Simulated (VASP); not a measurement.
Ga2O3, 20 atoms in the cell. The typed cell holds 20 atoms: a = 5.878 Å, b = 3.084 Å, c = 12.256 Å, α = 98.68°, β = 87.20°, γ = 90.00°. 

```yaml
Program: VASP 6.6.1
Task: single point
Functional: PBE
Potentials_or_basis: VASP PAW PBE potentials, release 64 (Ga_d, O)
Cutoff: 520 eV
k_mesh: 5 × 9 × 3
Occupations: gaussian, width 0.05 eV
Spin: no spin polarisation
Dipole_correction: no
Further_INCAR_settings: LREAL = Auto; ALGO = Fast; EDIFF = 1e-06; NBANDS = 104
```

Potentials or basis: VASP PAW PBE potentials, release 64 (Ga_d, O).

The run is started by

```sh
$ cat potpaw_PBE.64/Ga_d/POTCAR potpaw_PBE.64/O/POTCAR > POTCAR
$ mpirun -np 1 vasp_std > vasp.out
```

Hardware: 1 thread of Oxide Virtual Turin-like Processor, with other jobs on the host.

Task: Estimate the wall time of this run.

Result: Wall time 88 min on 1 thread of Oxide Virtual Turin-like Processor (shared host), peak memory 0.92 GiB. Counts: scf iterations 19, k points 68.
